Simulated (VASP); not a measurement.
Input of a VASP 6.6.1 run:

File INCAR:

```
PREC = Accurate ; ENCUT = 600
EDIFF = 1E-6 ; ISMEAR = 0
SIGMA = 0.01 ; LREAL = F
LASPH = T ; NELM = 120
ALGO = Normal ; ISIF = 2
LWAVE = F ; LCHARG = T
GGA = PE ; LELF = T
LVHAR = T ; NBANDS = 16
GGA_COMPAT = F
```

Contents of KPOINTS:

```
regular mesh
0
Gamma
  6 6 2
```

Contents of POSCAR:

```
MgS
1.0
    3.6454348051      0.0000000000      0.0000000000
   -1.8227174025      3.1570391490      0.0000000000
    0.0000000000      0.0000000000      6.1473560890
Mg S
2 2
Direct
    0.0000000000      0.0000000000      0.0000000000
    0.0000000000      0.0000000000      0.5000000000
    0.3333333333      0.6666666667      0.2500000000
    0.6666666667      0.3333333333      0.7500000000
```

Potentials or basis: VASP PAW PBE potentials, release 64 (Mg, S).

Run with:

```bash
$ cat potpaw_PBE.64/Mg/POTCAR potpaw_PBE.64/S/POTCAR > POTCAR
$ mpirun -np 1 vasp_std > vasp.out
```

(1) What does it give for the band gap on the k mesh?

(2) What does it give for the pressure?

Results:

(1) 3.40 eV, indirect (least direct gap 3.53 eV).

(2) 1.0 GPa.

Caveat: the k points lie up to 0.51 Å⁻¹ apart.
